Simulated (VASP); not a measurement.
Input of a VASP 6.6.1 run:

The input POSCAR:

```
MgO
1.0
    2.8633843635      0.0000000000      0.0000000000
   -1.4316921818      2.4797635996      0.0000000000
    0.0000000000      0.0000000000      4.9881520406
Mg O
2 2
Direct
    0.0000000000      0.0000000000      0.0000000000
    0.0000000000      0.0000000000      0.5000000000
    0.3333333333      0.6666666667      0.2500000000
    0.6666666667      0.3333333333      0.7500000000
```

The input INCAR.step1:

```
  PREC = Accurate
  ENCUT = 520
  ISMEAR = 0
  SIGMA = 0.01
  LREAL = F
  LASPH = T
  NELM = 100
  NBANDS = 16
  GGA = PE
  ALGO = Normal
  EDIFF = 1E-4
  LWAVE = T
  LCHARG = F
```

INCAR.step2

```
  PREC = Accurate
  ENCUT = 520
  EDIFF = 1E-7
  ISMEAR = 0
  SIGMA = 0.01
  LREAL = F
  LASPH = T
  NELM = 100
  ALGO = Normal
  ISIF = 2
  LWAVE = F
  LCHARG = T
  METAGGA = R2SCAN
  LMIXTAU = T
  LELF = T
  LVHAR = T
  NBANDS = 16
  ISTART = 1
```

KPOINTS

```
regular mesh
0
Gamma
  9 9 4
```

Potentials or basis: VASP PAW PBE potentials, release 64 (Mg, O).

Command:

```console
$ cat potpaw_PBE.64/Mg/POTCAR potpaw_PBE.64/O/POTCAR > POTCAR
$ cp INCAR.step1 INCAR
$ mpirun -np 1 vasp_std > vasp.out
$ cp INCAR.step2 INCAR
$ mpirun -np 1 vasp_std > vasp.out
```

(1) Estimate the pressure.

(2) What does it give for the band gap on the k mesh?

Answers

(1) 10.3 GPa.

(2) 5.95 eV, direct.

Caveat: the PAW data sets were made with another functional, which shifts forces and pressure a little.
